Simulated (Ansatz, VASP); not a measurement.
# Two plane-wave programs on ScAsS

INCAR

```
SYSTEM = ScAsS
ALGO = Normal
EDIFF = 1E-6
ENCUT = 520
GGA = PE
ISIF = 2
ISMEAR = 0
LASPH = .True.
LCHARG = .True.
LELF = .True.
LREAL = .False.
LVHAR = .True.
LWAVE = .False.
NBANDS = 18
NELM = 80
PREC = Accurate
SIGMA = 0.1
```

Contents of KPOINTS:

```
k-points
0
Gamma
  4 4 4
  0 0 0
```

File POSCAR:

```
ScAsS
1.0
    5.1504723400      0.0000000000      0.0000000000
    0.0000000000      5.1504723400      0.0000000000
    0.0000000000      0.0000000000      5.6373283800
Sc As S
1 1 1
Direct
    0.0000000000      0.0000000000      0.0000000000
    0.5000000000      0.5000000000      0.5000000000
    0.0000000000      0.0000000000      0.5000000000
```

Input for Ansatz:

```yaml
crystal:
  lattice:
    - [5.15047234, 0.0, 0.0]
    - [0.0, 5.15047234, 0.0]
    - [0.0, 0.0, 5.63732838]
  atoms:
    - { symbol: Sc, position: [0.0, 0.0, 0.0] }
    - { symbol: As, position: [0.5, 0.5, 0.5] }
    - { symbol: S, position: [0.0, 0.0, 0.5] }
basis:
  ecutwfc: 420
kpoints:
  mp_grid: { grid: [4, 4, 4] }
hamiltonian:
  xc: pbe
scf:
  occupations: { method: gaussian, width: 0.1 }
  lower_state_search: "off"
output:
  forces: true
  stress: true
  eigenvalues: true
```

Alike in both runs: task single point; functional PBE; k mesh 4 × 4 × 4; occupations gaussian, width 0.1 eV; no spin polarisation.

```csv
,VASP,Ansatz
version,VASP 6.6.1,Ansatz 0.2.0
potentials or method,"VASP PAW PBE potentials, release 64 (Sc_sv, As, S), cutoff 520 eV","scalar-relativistic, plane waves, PAW"
valence electrons in the cell,22,32
```

```tsv
	VASP	Ansatz	Ansatz less VASP
gap on the k mesh at the Fermi level (eV)	none	none	-
pressure (GPa)	-8.6	-8.6	-0.03
traceless stress, the component that is largest in VASP (GPa)	-5.82	-5.86	-0.041
```

A gap of «none» marks a metal or a gap that the smearing closes. The functional is the same, so the differences come from potentials, cutoffs and numerics. VASP's potentials hold 22 valence electrons a cell and Ansatz's 32, so a difference there can come from the potentials and not from the codes.
